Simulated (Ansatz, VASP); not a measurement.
# BN: VASP beside Ansatz

The input INCAR:

```
SYSTEM = BN
  PREC = Accurate
  ENCUT = 520
  EDIFF = 1E-6
  ISMEAR = 0
  SIGMA = 0.05
  LREAL = .False.
  LASPH = .True.
  NELM = 100
  ALGO = Normal
  ISIF = 2
  LWAVE = .False.
  LCHARG = .True.
  GGA = PE
  LELF = .True.
  LVHAR = .True.
  NBANDS = 26
```

File KPOINTS:

```
Automatic mesh
0
Gamma
  6 6 10
  0 0 0
```

The input POSCAR:

```
BN
1.0
    4.5554000000      0.0000000000      0.0000000000
    0.0000000000      4.5554000000      0.0000000000
    0.0000000000      0.0000000000      2.2433000000
B N
4 4
Direct
    0.1742811368      0.8257188632      0.5000000000
    0.3257188632      0.3257188632      0.0000000000
    0.6742811368      0.6742811368      0.0000000000
    0.8257188632      0.1742811368      0.5000000000
    0.8126115048      0.8126115048      0.5000000000
    0.3126115048      0.6873884952      0.0000000000
    0.6873884952      0.3126115048      0.0000000000
    0.1873884952      0.1873884952      0.5000000000
```

Input for Ansatz:

```yaml
crystal:
  lattice:
    - [4.5554, 0.0, 0.0]
    - [0.0, 4.5554, 0.0]
    - [0.0, 0.0, 2.2433]
  atoms:
    - { symbol: B, position: [0.1742811368, 0.8257188632, 0.5] }
    - { symbol: B, position: [0.3257188632, 0.3257188632, 0.0] }
    - { symbol: B, position: [0.6742811368, 0.6742811368, 0.0] }
    - { symbol: B, position: [0.8257188632, 0.1742811368, 0.5] }
    - { symbol: "N", position: [0.8126115048, 0.8126115048, 0.5] }
    - { symbol: "N", position: [0.3126115048, 0.6873884952, 0.0] }
    - { symbol: "N", position: [0.6873884952, 0.3126115048, 0.0] }
    - { symbol: "N", position: [0.1873884952, 0.1873884952, 0.5] }
basis:
  ecutwfc: 520.0
kpoints:
  mp_grid: { grid: [6, 6, 10] }
hamiltonian:
  xc: pbe
  pseudopotentials: { kind: paw, azcp: { folder: soft_1 } }
scf:
  occupations: { method: gaussian, width: 0.05 }
output:
  forces: true
  stress: true
  eigenvalues: true
```

Alike in both runs: task single point; functional PBE; k mesh 6 × 6 × 10; occupations gaussian, width 0.05 eV; no spin polarisation.

|  | VASP | Ansatz |
| --- | --- | --- |
| version | VASP 6.6.1 | Ansatz 0.2.0 |
| potentials or method | VASP PAW PBE potentials, release 64 (B, N), cutoff 520 eV | scalar-relativistic, plane waves, PAW |
| valence electrons in the cell | 32 | 32 |

Ansatz gave:

| Property | Result |
| --- | --- |
| gap on the k mesh at the Fermi level (eV) | 3.85 |
| least direct gap on the mesh (eV) | 4.89 |
| rms of the force components (eV/Å) | 0.733 |

Question: Estimate VASP's values.

Answer: gap on the k mesh at the Fermi level (eV): 3.83; least direct gap on the mesh (eV): 4.88; rms of the force components (eV/Å): 0.755.

Atom by atom the forces differ by 0.024 eV/Å (rms over components).
